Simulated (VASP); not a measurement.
Input of a VASP 6.6.1 run:

File POSCAR:

```
TiOs3
1.0
    3.8351866671      0.0000000000      0.0000000000
    0.0000000000      3.8351866671      0.0000000000
    0.0000000000      0.0000000000      3.8351866671
Ti Os
1 3
Direct
    0.0000000000      0.0000000000      0.0000000000
    0.5000000000      0.5000000000      0.0000000000
    0.5000000000      0.0000000000      0.5000000000
    0.0000000000      0.5000000000      0.5000000000
```

The input INCAR.step1:

```
PREC     = Accurate       # precision mode
ENCUT    = 520            # plane-wave cutoff, eV
ISMEAR   = -1             # smearing method
SIGMA    = 0.1            # smearing width, eV
LREAL    = F              # projectors in reciprocal space
LASPH    = T              # aspherical terms in the spheres
NELM     = 60             # most SCF steps
NBANDS   = 26             # bands
GGA      = PE             # functional
ALGO     = Normal         # electronic algorithm
EDIFF    = 1E-4           # SCF threshold, eV
LWAVE    = T              # write WAVECAR
LCHARG   = F              # write CHGCAR
```

The input INCAR.step2:

```
PREC     = Accurate       # precision mode
ENCUT    = 520            # plane-wave cutoff, eV
EDIFF    = 1E-6           # SCF threshold, eV
ISMEAR   = -1             # smearing method
SIGMA    = 0.1            # smearing width, eV
LREAL    = F              # projectors in reciprocal space
LASPH    = T              # aspherical terms in the spheres
NELM     = 60             # most SCF steps
ALGO     = Normal         # electronic algorithm
ISIF     = 2              # what is computed and relaxed
LWAVE    = F              # write WAVECAR
LCHARG   = T              # write CHGCAR
METAGGA  = R2SCAN         # meta-GGA
LMIXTAU  = T            
LELF     = T              # ELF
LVHAR    = T            
NBANDS   = 26             # bands
ISTART   = 1
```

KPOINTS

```
Automatic mesh
0
Gamma
  6 6 6
```

Potentials or basis: VASP PAW PBE potentials, release 64 (Ti_sv, Os).

Command:

```sh
$ cat potpaw_PBE.64/Ti_sv/POTCAR potpaw_PBE.64/Os/POTCAR > POTCAR
$ cp INCAR.step1 INCAR
$ mpirun -np 1 vasp_std > vasp.out
$ cp INCAR.step2 INCAR
$ mpirun -np 1 vasp_std > vasp.out
```

(1) What does it give for the band gap on the k mesh?

(2) Estimate the pressure.

Answers

(1) zero (band 18 reaches 12.26 eV, above the bottom of band 19 at 8.16 eV).

(2) 7.9 GPa.

Caveat: the PAW data sets were made with another functional, which shifts forces and pressure a little; spin-orbit coupling is left out, which moves the levels of the heavy elements.
